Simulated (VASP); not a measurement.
Crystal: AgBr.

```
Ag Br
1.0
     0.00000    2.89276    2.89276
     2.89276    0.00000    2.89276
     2.89276    2.89276    0.00000
Ag Br
1 1
Direct
  0.00000 0.00000 0.00000
  0.50000 0.50000 0.50000
```

Program: VASP 6.6.1. Alike in all runs: task single point; potentials or basis VASP PAW PBE potentials, release 64 (Ag, Br); no spin polarisation; cell as given.

Task: Order these runs on this cell by their band gap on the k mesh, lowest first.
A. level r2SCAN; k mesh 8 × 8 × 8; cutoff (eV) 550; smearing gaussian 0.01 eV
B. level HSE06; k mesh 6 × 6 × 6; cutoff (eV) 400; smearing gaussian 0.01 eV; grid for exact exchange (PRECFOCK) Normal; screening parameter 0.2079 1/Å
C. level PBE; k mesh 8 × 8 × 8; cutoff (eV) 500; smearing fermi-dirac 0.02 eV

Result: C (0.68 eV), A (1.25 eV), B (2.01 eV).

A k mesh can miss the band edges.
